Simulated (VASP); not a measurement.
# Se: single point with r2SCAN

Se:

```
Se
1.0
    -1.53844    1.53844    1.53844
     1.53844   -1.53844    1.53844
     1.53844    1.53844   -1.53844
Se
1
Direct
  0.00000 0.00000 0.00000
```

This isn't the form of Se at room conditions, which is trigonal, of chains.

| Item | Value |
| --- | --- |
| Program | VASP 6.6.1 |
| Task | single point |
| Functional | r2SCAN |
| Potentials or basis | VASP PAW PBE potentials, release 64 (Se) |
| Cutoff | 520 eV |
| k mesh | 20 × 20 × 20 |
| Occupations | gaussian, width 0.05 eV |
| Spin | no spin polarisation |

```yaml
Pressure: 52.8 GPa
Band_gap_on_the_k_mesh: zero (bands 3 and 4 overlap by 11.41 eV)
```

Levels at points of the mesh, in eV from the Fermi level:
```csv
k point,band 1,band 2,band 3,band 4,band 5,band 6,band 7,band 8
"(0.00, 0.00, 0.00)",-20.69,5.23,5.23,5.23,13.66,13.66,13.66,17.74
"(0.50, 0.00, 0.00)",-14.57,-10.26,0.11,3.39,8.04,8.21,20.95,21.97
"(0.50, 0.50, 0.50)",-9.57,-5.12,-5.12,-5.12,2.73,2.73,27.62,27.62
```

It took 72 s on 1 thread of AMD EPYC 9R45 (Zen 5), with other jobs on the host, peak memory 0.12 GiB.

Caveat: the cell stands under pressure; the PAW data sets were made with another functional, which shifts forces and pressure a little.
